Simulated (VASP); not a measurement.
**In4Ru: relaxation of cell and atoms with PBE**

The system is In4Ru.

```
In Ru
1.0
    -3.31044    3.31044    3.31044
     3.31044   -3.31044    3.31044
     3.31044    3.31044   -3.31044
In Ru
4 1
Direct
  0.34960 0.34960 0.34960
  0.65040 0.00000 0.00000
  0.00000 0.00000 0.65040
  0.00000 0.65040 0.00000
  0.00000 0.00000 0.00000
```

The cell was built from a structure type or drawn by symmetry, and may not be a known phase.

```yaml
Program: VASP 6.6.1
Task: relaxation of cell and atoms
Functional: PBE
Potentials_or_basis: VASP PAW PBE potentials, release 64 (In_d, Ru_pv)
Cutoff: 600 eV
k_mesh: 4 × 4 × 4
Occupations: gaussian, width 0.2 eV
Spin: no spin polarisation
Dipole_correction: no
Further_INCAR_settings: ALGO = Normal; EDIFF = 1e-06; IBRION = 2; EDIFFG = -0.08; NSW = 36; ISIF = 3
```

```json
{"Relaxed volume": "24.70 Å³/atom", "Relaxed cell": "a = 5.434 Å, b = 5.434 Å, c = 5.434 Å, α = 109.47°, β = 109.47°, γ = 109.47°", "Space group after relaxing (to 0.1 Å)": "Im-3m (No. 229)", "Energy gained by relaxing": "3174.4 meV/atom", "Ionic steps": "24", "Pressure after relaxing": "0.2 GPa", "Largest force after relaxing": "0.040 eV/Å", "Band gap on the k mesh": "zero (bands 33 and 34 overlap by 3.39 eV)"}
```

Forces on the atoms (eV/Å):
```
In   0.023  0.023  0.023
In   0.023 -0.023 -0.023
In  -0.023 -0.023  0.023
In  -0.023  0.023 -0.023
Ru   0.000  0.000  0.000
```

The path:
```csv
step,energy change (eV),largest force (eV/Å),pressure (GPa),volume (Å³)
1,0.0000,17.1219,49.15,145.12
2,-4.7693,0.0778,-3.17,423.91
3,-5.5136,0.1977,-3.72,391.00
4,-6.3743,0.3308,-4.32,359.61
5,-11.3254,0.6355,-6.28,236.38
6,-12.8770,0.9549,-1.79,187.06
7,-12.8787,0.8480,-2.10,188.50
8,-13.1496,1.0408,-1.91,178.59
9,-14.0410,1.6843,-1.08,150.94
10,-14.2754,2.2458,22.05,104.51
11,-14.6178,2.3428,3.23,129.72
12,-14.7450,2.4894,10.02,116.66
13,-14.8027,2.3867,10.40,115.69
14,-14.9297,2.0624,11.89,112.81
15,-14.9364,1.3126,16.50,107.19
16,-14.9756,1.6922,14.10,109.80
17,-15.1334,1.5106,12.29,111.08
18,-15.4992,1.0429,7.62,114.97
19,-15.8326,0.3856,0.73,123.03
20,-15.8494,0.2715,-0.55,125.05
21,-15.8503,0.2435,-0.86,125.60
22,-15.8541,0.2244,-0.72,125.39
23,-15.8635,0.1658,-0.46,124.77
24,-15.8719,0.0403,0.24,123.52
```

Final structure:
```
In Ru
1.0
    -3.13736    3.13736    3.13736
     3.13736   -3.13736    3.13736
     3.13736    3.13736   -3.13736
In Ru
4 1
Cartesian
  1.5655 1.5655 1.5655
  1.5655 -1.5655 4.7092
  1.5718 1.5718 -1.5718
  1.5718 -1.5718 1.5718
  0.0000 0.0000 0.0000
```

Levels at points of the mesh, in eV from the Fermi level:
| k point | band 31 | band 32 | band 33 | band 34 | band 35 | band 36 |
| --- | --- | --- | --- | --- | --- | --- |
| (0.00, 0.00, 0.00) | -1.42 | -1.42 | -0.94 | -0.94 | -0.94 | 1.15 |
| (0.50, 0.00, 0.00) | -2.05 | -1.77 | 0.22 | 0.22 | 1.11 | 2.13 |
| (0.50, 0.50, 0.50) | -2.90 | -2.90 | -0.45 | -0.45 | 1.45 | 3.14 |

It took 11 min on 1 thread of Intel(R) Xeon(R) 6975P-C (Granite Rapids), on a shared host, peak memory 0.37 GiB.

Caveat: spin-orbit coupling is left out, which moves the levels of the heavy elements; the relaxation stopped at a loose force limit of 0.08 eV/Å, so its end isn't a converged minimum.
